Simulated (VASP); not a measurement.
Runs of VASP 6.6.1 on Na2B3. The structure is that of space group P-3m1 (No. 164), or close to it. The cells are those of the table. 

```csv
task,cell,k mesh,cutoff (eV),gap on the mesh (eV),pressure (GPa),relaxed volume (Å³/atom),largest force (eV/Å)
single point,"a = 2.990, b = 2.990, c = 8.628 Å, angles 90.0, 90.0, 120.0°, 5 atoms",6 × 6 × 2,520,none,-0.1,-,0.01
relaxation of cell and atoms,"relaxed from a = 2.990, b = 2.990, c = 8.628 Å, angles 90.0, 90.0, 120.0°, 5 atoms",12 × 12 × 6,600,none,0.0,13.40,-
single point,"a = 3.174, b = 3.174, c = 11.186 Å, angles 90.0, 90.0, 120.0°, 5 atoms",6 × 6 × 2,520,none,(b),-,2.23
relaxation of cell and atoms,"relaxed from a = 3.174, b = 3.174, c = 11.186 Å, angles 90.0, 90.0, 120.0°, 5 atoms",6 × 6 × 2,600,none,0.2,(a),0.02
single point,"a = 2.987, b = 2.987, c = 8.674 Å, angles 90.0, 90.0, 120.0°, 5 atoms",12 × 12 × 6,520,none,0.0,-,0.01
```

Alike in all rows: level PBE; potentials or basis VASP PAW PBE potentials, release 64 (Na_pv, B); no spin polarisation; smearing gaussian 0.1 eV.

Problem. Fill in the values left out.

Solution. (a) 13.30; (b) -10.9.

Caveats: some runs use coarse meshes; forces of over 1 eV/Å act on the atoms, so gaps and moduli don't describe the material at rest (some runs); the volume moved by over 15 % at a fixed basis, so the end points are rough (some runs).

A gap of «none» marks levels without a gap at the run's occupations.
